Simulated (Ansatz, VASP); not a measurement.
**Two plane-wave programs on CsCl3**

```
Cs Cl
1.0
     5.00749    0.00000    0.00000
     0.00000    5.00749    0.00000
     0.00000    0.00000    5.00749
Cs Cl
1 3
Direct
  0.00000 0.00000 0.00000
  0.00000 0.50000 0.50000
  0.50000 0.00000 0.50000
  0.50000 0.50000 0.00000
```

Alike in both runs: functional PBE; k mesh 10 × 10 × 10; occupations gaussian, width 0.1 eV; no spin polarisation.

Ansatz relaxed the structure, and its values are those at the end. VASP's run is a single point on that final structure, the one shown.

|  | VASP | Ansatz |
| --- | --- | --- |
| version | VASP 6.6.1 | Ansatz 0.2.0 |
| potentials or method | VASP PAW PBE potentials, release 64 (Cs_sv, Cl), cutoff 520 eV | scalar-relativistic, plane waves, PAW |
| valence electrons in the cell | 30 | 30 |

```tsv
	VASP	Ansatz	Ansatz less VASP
gap on the k mesh at the Fermi level (eV)	none	none	-
pressure (GPa)	0.0	0.0	+0.01
```

A gap of «none» marks a metal or a gap that the smearing closes.

Neither program's run includes spin-orbit coupling.
